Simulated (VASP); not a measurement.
# H14CO8: single point with PBE

The system is H14CO8.

```
CELL_PARAMETERS angstrom
6.24025 0.00000 0.00000
0.00000 6.24025 0.00000
0.00000 0.00000 6.24025
ATOMIC_POSITIONS crystal
O 0.70833 0.25002 0.73226
O 0.43248 0.82513 0.31533
O 0.98680 0.51080 0.94467
O 0.70797 0.87061 0.94843
O 0.28127 0.81780 0.87323
O 0.53711 0.39027 0.32471
O 0.02987 0.94863 0.51119
O 0.12315 0.22087 0.28558
H 0.58951 0.30062 0.81974
H 0.73031 0.10092 0.78593
H 0.54782 0.86827 0.21787
H 0.46440 0.67015 0.33395
H 0.90416 0.41046 0.85235
H 0.02092 0.42682 0.07357
H 0.80728 0.74734 0.95019
H 0.57015 0.81541 0.89220
H 0.28957 0.85352 0.02716
H 0.18433 0.69169 0.87348
H 0.39836 0.31500 0.32116
H 0.60454 0.33756 0.45695
H 0.17948 0.94958 0.56730
H 0.83008 0.06995 0.29315
C 0.99626 0.08720 0.35566
```

```json
{
  "Program": "VASP 6.6.1",
  "Task": "single point",
  "Functional": "PBE",
  "Potentials or basis": "VASP PAW PBE potentials, release 64 (O_h, H_h, C_h)",
  "Cutoff": "1000 eV",
  "k mesh": "1 × 1 × 1",
  "Occupations": "fermi-dirac, width 0.05 eV",
  "Spin": "no spin polarisation",
  "Dipole correction": "no",
  "Further INCAR settings": "LREAL = Auto; ALGO = Normal; EDIFF = 1e-06; NBANDS = 50"
}
```

The pressure is 0.2 GPa. The largest force is 0.323 eV/Å.

Forces on the atoms (eV/Å):
```
O   -0.027  0.036  0.012
O    0.093 -0.285 -0.093
O   -0.069 -0.066  0.001
O   -0.082  0.006 -0.042
O    0.029 -0.020  0.128
O   -0.094 -0.096  0.197
O    0.264 -0.042  0.112
O   -0.247 -0.203  0.025
H   -0.021  0.007  0.006
H    0.015 -0.072  0.046
H    0.074  0.034  0.063
H   -0.082  0.203  0.012
H    0.025  0.041  0.036
H    0.028  0.006 -0.016
H   -0.003  0.003  0.012
H    0.069  0.009 -0.035
H   -0.099 -0.106 -0.184
H    0.083  0.066  0.011
H    0.125  0.073  0.003
H   -0.035  0.054 -0.085
H   -0.268  0.038 -0.177
H    0.253  0.128  0.034
C   -0.031  0.184 -0.068
```

Stress tensor (GPa, compression positive):
```
 0.78  0.30 -0.31
 0.30  0.07  0.47
-0.31  0.47 -0.32
```

Levels at points of the mesh, in eV from the Fermi level:
```csv
k point,band 29,band 30,band 31,band 32,band 33,band 34,band 35,band 36,band 37,band 38
"(0.00, 0.00, 0.00)",-2.03,-1.80,-1.63,-1.57,-1.28,3.76,3.80,6.73,6.99,7.24
```

Run time: 3 min on 1 thread of AMD EPYC 7571, on a shared host, peak memory 0.48 GiB.

Caveat: the k points lie up to 1.01 Å⁻¹ apart, too coarse for converged energies, forces and pressures.
